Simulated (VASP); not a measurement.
# YIn (P4/mmm) in VASP: further runs

Runs on YIn. Level: LDA. Tasks: single point.

All numbers are computed with VASP 6.6.1; they aren't measurements. Logs are shortened: lines on timing, memory, paths and dates and some standing lists are left out, and cuts for length are marked.

## (1) The cell of the first run

The structure is tetragonal, space group P4/mmm (No. 123). Conventional cell: a = 3.542 Å, b = 3.542 Å, c = 4.195 Å, α = 90.00°, β = 90.00°, γ = 90.00°. Within 4.3 Å of Y (site symmetry 4/mmm) lie 8 In at 3.27 Å and 6 Y at 3.54 to 4.19 Å. In (site symmetry 4/mmm) has 8 Y at 3.27 Å and 6 In at 3.54 to 4.19 Å within 4.3 Å.

## (2) Single point, LDA

Input file INCAR:

```
  PREC = Accurate
  ENCUT = 520
  EDIFF = 1E-6
  ISMEAR = -1
  SIGMA = 0.03
  LREAL = False
  LASPH = True
  NELM = 100
  ALGO = Normal
  ISIF = 2
  LWAVE = False
  LCHARG = False
  GGA = CA
  NBANDS = 19
```

Input file KPOINTS:

```
regular mesh
0
Gamma
  11 11 9
```

Input file POSCAR:

```
YIn
1.0
    3.5424350136      0.0000000000      0.0000000000
    0.0000000000      3.5424350136      0.0000000000
    0.0000000000      0.0000000000      4.1949607700
Y In
1 1
Direct
    0.0000000000      0.0000000000      0.0000000000
    0.5000000000      0.5000000000      0.5000000000
```

Potentials or basis: VASP PAW LDA potentials, release 64 (Y_sv, In_d).

Run with:

```console
$ cat potpaw_LDA.64/Y_sv/POTCAR potpaw_LDA.64/In_d/POTCAR > POTCAR
$ mpirun -np 1 vasp_std > vasp.out
```

OUTCAR:

```text
PREC = Accurate
   ENCUT = 520
   EDIFF = 1E-6
   ISMEAR = -1
   LREAL = False
   LASPH = True
   NELM = 100
   ISIF = 2
   GGA = CA

 ion  position               nearest neighbor table
   1  0.000  0.000  0.000-   2 3.27   2 3.27   2 3.27   2 3.27   2 3.27   2 3.27   2 3.27   2 3.27

   2  0.500  0.500  0.500-   1 3.27   1 3.27   1 3.27   1 3.27   1 3.27   1 3.27   1 3.27   1 3.27

  LATTYP: Found a simple tetragonal cell.
 ALAT       =     3.5424350136
 C/A-ratio  =     1.1842026047

  Lattice vectors:

 A1 = (   3.5424350136,   0.0000000000,   0.0000000000)
 A2 = (   0.0000000000,   3.5424350136,   0.0000000000)
 A3 = (   0.0000000000,   0.0000000000,   4.1949607700)

Analysis of symmetry for initial positions (statically):
=====================================================================
 Subroutine PRICEL returns:
 Original cell was already a primitive cell.

 Routine SETGRP: Setting up the symmetry group for a
 simple tetragonal supercell.

 Subroutine GETGRP returns: Found 16 space group operations
 (whereof 16 operations were pure point group operations)
 out of a pool of 16 trial point group operations.

The static configuration has the point symmetry D_4h.

Analysis of symmetry for dynamics (positions and initial velocities):
=====================================================================
 Subroutine PRICEL returns:
 Original cell was already a primitive cell.

 Routine SETGRP: Setting up the symmetry group for a
 simple tetragonal supercell.

 Subroutine GETGRP returns: Found 16 space group operations
 (whereof 16 operations were pure point group operations)
 out of a pool of 16 trial point group operations.

The dynamic configuration has the point symmetry D_4h.

 Subroutine INISYM returns: Found 16 space group operations
 (whereof 16 operations are pure point group operations),
 and found     1 'primitive' translations

----------------------------------------------------------------------------------------

                                     Primitive cell

  volume of cell :      52.6419

  direct lattice vectors                    reciprocal lattice vectors
     3.542435014  0.000000000  0.000000000     0.282291699  0.000000000  0.000000000
     0.000000000  3.542435014  0.000000000     0.000000000  0.282291699  0.000000000
     0.000000000  0.000000000  4.194960770     0.000000000  0.000000000  0.238381252

  length of vectors
[... 80 lines left out ...]
   ENCUT  =  520.0 eV  38.22 Ry    6.18 a.u.   6.59  6.59  7.80*2*pi/ulx,y,z
   NELM   =    100;   NELMIN=  2; NELMDL= -5     # of ELM steps
   EDIFF  = 0.1E-05   stopping-criterion for ELM
   LREAL  =      F    real-space projection
   EDIFFG = 0.1E-04   stopping-criterion for IOM
   NSW    =      0    number of steps for IOM
   IBRION =     -1    ionic relax: 0-MD 1-quasi-New 2-CG
   NFREE  =      0    steps in history (QN), initial steepest desc. (CG)
   ISIF   =      2    stress and relaxation
   ISYM   =      2    0-nonsym 1-usesym 2-fastsym
   POTIM  = 0.5000    time-step for ionic-motion
   TEBEG  =    0.0;   TEEND  =   0.0 temperature during run
   PSTRESS=    0.0 pullay stress
   NELECT =      24.0000    total number of electrons
   NUPDOWN=      -1.0000    fix difference up-down
   EMIN   =  10.00;   EMAX   =-10.00  energy-range for DOS
   EFERMI =   0.00;   METHOD = LEGACY
   ISMEAR =    -1;   SIGMA  =   0.03  broadening in eV -4-tet -1-fermi 0-gaus
   EFERMI_NEDOS =   21; number of points for ismear=-14 and -15
   IALGO  =     38    algorithm
   IMIX   =      4    mixing-type and parameters
     AMIX     =   0.40;   BMIX     =  1.00
     AMIX_MAG =   1.60;   BMIX_MAG =  1.00
  volume/ion in A,a.u.               =      26.32       177.62
  Fermi-wavevector in a.u.,A,eV,Ry     =   1.259993  2.381041 21.600358  1.587582
  Thomas-Fermi vector in A             =   2.393525
   LORBIT       =      0    0 simple, 1 ext, 2 COOP (PROOUT), +10 PAW based schemes
   GGA     = CA    functional components
   LHFCALC =     F    Hartree Fock is set to
   AEXX    =    0.0000 exact exchange contribution
   IVDW    =     0    specifies the selected vdW correction
   LEPSILON=     F    determine dielectric tensor
   LRPA    =     F    only Hartree local field effects (RPA)
 non-spin polarized calculation
  energy-cutoff  :      520.00
  volume of cell :       52.64
 maximum number of plane-waves:      1434
 NGX is ok and might be reduce to    28
   NGX = 13   NGY = 13   NGZ = 15

 number of electron      24.0000004 magnetization

 Free energy of the ion-electron system (eV)
  ---------------------------------------------------
  ext. energy  EPLUGINS =         0.00000000
  ---------------------------------------------------
  free energy    TOTEN  =       -11.30639610 eV

  energy without entropy =      -11.30256997  energy(sigma->0) =      -11.30448303

 E-fermi :   5.7079     XC(G=0): -10.5379

 val. band max:        5.7065783785   @ k =   0.4545   0.2727   0.0000
 cond. band min:       5.7124734232   @ k =   0.2727   0.0909   0.0000
 fundamental gap:      0.0058950447
 Fermi energy:         5.7079492045

 k-point     1 :       0.0000    0.0000    0.0000
  band No.  band energies     occupation
      1     -36.9026      2.00000
      2     -17.0464      2.00000
      3     -16.8554      2.00000
      4     -16.8554      2.00000
      5      -8.5826      2.00000
      6      -8.4942      2.00000
[... 505 lines left out ...]
      6      -8.4577      2.00000
[... 11 lines left out ...]
     18      11.8492      0.00000
     19      13.8274      0.00000

 [... further k-points ...]

------------------------ aborting loop because EDIFF is reached ----------------------------------------

  FORCE on cell =-STRESS in cart. coord.  units (eV):
  Direction    XX          YY          ZZ          XY          YZ          ZX
  --------------------------------------------------------------------------------------
  -------------------------------------------------------------------------------------
  Total       -1.3444337     -1.3444337     -1.3964635      0.0000000      0.0000000      0.0000000
  in kB      -40.9183664    -40.9183664    -42.5019128      0.0000000      0.0000000      0.0000000
  external PRESSURE =     -41.4462152 kB  Pullay stress =       0.0000000 kB

 VOLUME and BASIS-vectors are now :
 -----------------------------------------------------------------------------
  energy-cutoff  :      520.00
  volume of cell :       52.64
      direct lattice vectors                 reciprocal lattice vectors
     3.542435014  0.000000000  0.000000000     0.282291699  0.000000000  0.000000000
     0.000000000  3.542435014  0.000000000     0.000000000  0.282291699  0.000000000
     0.000000000  0.000000000  4.194960770     0.000000000  0.000000000  0.238381252

 POSITION                                       TOTAL-FORCE (eV/Angst)
 -----------------------------------------------------------------------------------
      0.00000      0.00000      0.00000         0.000000      0.000000      0.000000
      1.77122      1.77122      2.09748         0.000000      0.000000      0.000000
 -----------------------------------------------------------------------------------
    total drift:                                0.000000      0.000000      0.000000

  FREE ENERGIE OF THE ION-ELECTRON SYSTEM (eV)
  ---------------------------------------------------
  free  energy   TOTEN  =       -11.3063960977 eV

  energy  without entropy=      -11.3025699698  energy(sigma->0) =      -11.30448303
```

stdout:

```text
POSCAR found type information on POSCAR Y In
 POSCAR found :  2 types and       2 ions
 scaLAPACK will be used
 LDA part: xc-table for (Slater(with rela. corr.)+CA(PZ))
 , standard interpolation
 POSCAR, INCAR and KPOINTS ok, starting setup
 FFT: planning ... GRIDC
 FFT: planning ... GRID_SOFT
 FFT: planning ... GRID
 WAVECAR not read
 entering main loop
```

It took 30 s on 1 thread of Intel Xeon 6975P-C (Granite Rapids), shared host; peak memory 0.25 GiB.

Results:

```yaml
Free_energy: -11.3064 eV
Pressure: -4.1 GPa
Band_gap_on_the_k_mesh: zero (bands 12 and 13 overlap by 1.52 eV)
```

Caveat: the cell stands under tension; spin-orbit coupling is left out, which moves the levels of the heavy elements.

## (3) Single point, LDA, collinear spin, zero start

Input file INCAR:

```
SYSTEM = YIn
ALGO = Normal
EDIFF = 1E-6
ENCUT = 520
ISIF = 2
ISMEAR = -1
ISPIN = 2
LASPH = .True.
LCHARG = .False.
LMAXMIX = 4
LORBIT = 11
LREAL = .False.
LWAVE = .False.
MAGMOM = 0 0
NBANDS = 23
NELM = 150
NUPDOWN = 0.0
PREC = Accurate
SIGMA = 0.03
```

Input file KPOINTS:

```
k-points
0
Gamma
  11 11 9
  0 0 0
```

POSCAR is that of step 2.

Potentials or basis: VASP PAW LDA potentials, release 64 (Y_sv, In_d).

Run with:

```console
$ cat potpaw_LDA.64/Y_sv/POTCAR potpaw_LDA.64/In_d/POTCAR > POTCAR
$ mpirun -np 1 vasp_std > vasp.out
```

OUTCAR:

```text
SYSTEM = YIn
   EDIFF = 1E-6
   ENCUT = 520
   ISIF = 2
   ISMEAR = -1
   ISPIN = 2
   LASPH = .True.
   LORBIT = 11
   LREAL = .False.
   NELM = 150
   NUPDOWN = 0.0
   PREC = Accurate

 ion  position               nearest neighbor table
   1  0.000  0.000  0.000-   2 3.27   2 3.27   2 3.27   2 3.27   2 3.27   2 3.27   2 3.27   2 3.27

   2  0.500  0.500  0.500-   1 3.27   1 3.27   1 3.27   1 3.27   1 3.27   1 3.27   1 3.27   1 3.27

  LATTYP: Found a simple tetragonal cell.
 ALAT       =     3.5424350136
 C/A-ratio  =     1.1842026047

  Lattice vectors:

 A1 = (   3.5424350136,   0.0000000000,   0.0000000000)
 A2 = (   0.0000000000,   3.5424350136,   0.0000000000)
 A3 = (   0.0000000000,   0.0000000000,   4.1949607700)

Analysis of symmetry for initial positions (statically):
=====================================================================
 Subroutine PRICEL returns:
 Original cell was already a primitive cell.

 Routine SETGRP: Setting up the symmetry group for a
 simple tetragonal supercell.

 Subroutine GETGRP returns: Found 16 space group operations
 (whereof 16 operations were pure point group operations)
 out of a pool of 16 trial point group operations.

The static configuration has the point symmetry D_4h.

Analysis of symmetry for dynamics (positions and initial velocities):
=====================================================================
 Subroutine PRICEL returns:
 Original cell was already a primitive cell.

 Routine SETGRP: Setting up the symmetry group for a
 simple tetragonal supercell.

 Subroutine GETGRP returns: Found 16 space group operations
 (whereof 16 operations were pure point group operations)
 out of a pool of 16 trial point group operations.

The dynamic configuration has the point symmetry D_4h.

Analysis of structural, dynamic, and magnetic symmetry:
=====================================================================
 Subroutine PRICEL returns:
 Original cell was already a primitive cell.

[... 153 lines left out ...]
  free energy    TOTEN  =       -11.30639607 eV

  energy without entropy =      -11.30257008  energy(sigma->0) =      -11.30448307

 E-fermi :   5.7079     XC(G=0): -10.5379

 val. band max:        5.7065321370   @ k =   0.4545   0.2727   0.0000
 cond. band min:       5.7124903868   @ k =   0.2727   0.0909   0.0000
 fundamental gap:      0.0059582499
 Fermi energy:         5.7079201184

 spin component 1

 k-point     1 :       0.0000    0.0000    0.0000
  band No.  band energies     occupation
      1     -36.9022      1.00000
      2     -17.0460      1.00000
      3     -16.8552      1.00000
      4     -16.8552      1.00000
      5      -8.5827      1.00000
      6      -8.4943      1.00000
[... 613 lines left out ...]
     22      17.8685      0.00000
     23      18.8395      0.00000

 [... further k-points ...]

 spin component 2

 k-point     1 :       0.0000    0.0000    0.0000
  band No.  band energies     occupation
      1     -36.9023      1.00000
      2     -17.0460      1.00000
      3     -16.8552      1.00000
      4     -16.8552      1.00000
      5      -8.5827      1.00000
      6      -8.4943      1.00000
[... 613 lines left out ...]
     22      17.8685      0.00000
     23      18.8394      0.00000

 [... further k-points ...]

------------------------ aborting loop because EDIFF is reached ----------------------------------------

  FORCE on cell =-STRESS in cart. coord.  units (eV):
  Direction    XX          YY          ZZ          XY          YZ          ZX
  --------------------------------------------------------------------------------------
  -------------------------------------------------------------------------------------
  Total       -1.3486487     -1.3486487     -1.3994571      0.0000000     -0.0000000      0.0000000
  in kB      -41.0466516    -41.0466516    -42.5930237      0.0000000     -0.0000000      0.0000000
  external PRESSURE =     -41.5621090 kB  Pullay stress =       0.0000000 kB

 VOLUME and BASIS-vectors are now :
 -----------------------------------------------------------------------------
  energy-cutoff  :      520.00
  volume of cell :       52.64
      direct lattice vectors                 reciprocal lattice vectors
     3.542435014  0.000000000  0.000000000     0.282291699  0.000000000  0.000000000
     0.000000000  3.542435014  0.000000000     0.000000000  0.282291699  0.000000000
     0.000000000  0.000000000  4.194960770     0.000000000  0.000000000  0.238381252

 POSITION                                       TOTAL-FORCE (eV/Angst)
 -----------------------------------------------------------------------------------
      0.00000      0.00000      0.00000         0.000000      0.000000      0.000000
      1.77122      1.77122      2.09748         0.000000      0.000000      0.000000
 -----------------------------------------------------------------------------------
    total drift:                                0.000000      0.000000      0.000000

  FREE ENERGIE OF THE ION-ELECTRON SYSTEM (eV)
  ---------------------------------------------------
  free  energy   TOTEN  =       -11.3063960710 eV

  energy  without entropy=      -11.3025700767  energy(sigma->0) =      -11.30448307

 total charge

# of ion       s       p       d       f       tot
--------------------------------------------------
    1        2.206   6.282   1.002   0.015   9.505
    2        0.929   0.758   9.824   0.000  11.511
--------------------------------------------------
tot          3.135   7.040  10.826   0.015  21.016

 magnetization (x)

# of ion       s       p       d       f       tot
--------------------------------------------------
    1       -0.000   0.000   0.000  -0.000   0.000
    2        0.000   0.000   0.000   0.000   0.000
--------------------------------------------------
tot         -0.000   0.000   0.000  -0.000   0.000
```

Run time: 69 s. Hardware: 1 thread of Intel Xeon 6975P-C (Granite Rapids), shared host; peak memory 0.32 GiB.

Results:

```
Free energy                                           : -11.3064 eV
Pressure                                              : -4.2 GPa
Net moment                                            : 0.00 μB per cell
Valence electrons inside the program's atomic spheres : Y 9.51; In 11.51
```

Caveat: the cell stands under tension; spin-orbit coupling is left out, which moves the levels of the heavy elements; the total moment is fixed, so each spin has its own Fermi level.

## (4) Single point, LDA, collinear spin

Input file INCAR:

```
SYSTEM = YIn
PREC = Accurate
ENCUT = 520
EDIFF = 1E-6
ISMEAR = -1
SIGMA = 0.03
LREAL = .FALSE.
LASPH = .TRUE.
NELM = 150
ALGO = Normal
ISIF = 2
LWAVE = .FALSE.
LCHARG = .FALSE.
ISPIN = 2
MAGMOM = 0.6 0
LORBIT = 11
LMAXMIX = 4
NBANDS = 23
```

Input file KPOINTS:

```
Automatic mesh
0
G
  11 11 9
  0 0 0
```

POSCAR is that of step 3.

Run with:

```console
$ cat potpaw_LDA.64/Y_sv/POTCAR potpaw_LDA.64/In_d/POTCAR > POTCAR
$ mpirun -np 1 vasp_std > vasp.out
```

It took 79 s on 1 thread of Intel Xeon 6975P-C (Granite Rapids), shared host; peak memory 0.32 GiB.

Results (log left out):

```yaml
Free_energy: -11.3064 eV
Pressure: -4.2 GPa
Band_gap_on_the_k_mesh: zero (filled and empty bands overlap)
Net_moment: 0.00 μB per cell
Valence_electrons_inside_the_program's_atomic_spheres: Y 9.51; In 11.51
```

Stress tensor (GPa, compression positive):
```
-4.10  0.00  0.00
 0.00 -4.10  0.00
 0.00  0.00 -4.26
```

Levels at points of the mesh, in eV from the Fermi level:
Spin up:
```
           k point  band 10  band 11  band 12  band 13  band 14  band 15
(0.00, 0.00, 0.00)    -7.99    -0.50    -0.21     1.26     3.40     3.40
```
Spin down:
```csv
k point,band 8,band 9,band 10,band 11,band 12,band 13,band 14,band 15,band 16,band 17
"(0.00, 0.00, 0.00)",-14.13,-14.10,-7.99,-0.50,-0.21,1.26,3.40,3.40,4.21,4.21
```

Caveat: the cell stands under tension; spin-orbit coupling is left out, which moves the levels of the heavy elements.

[end of part 1 of 2]
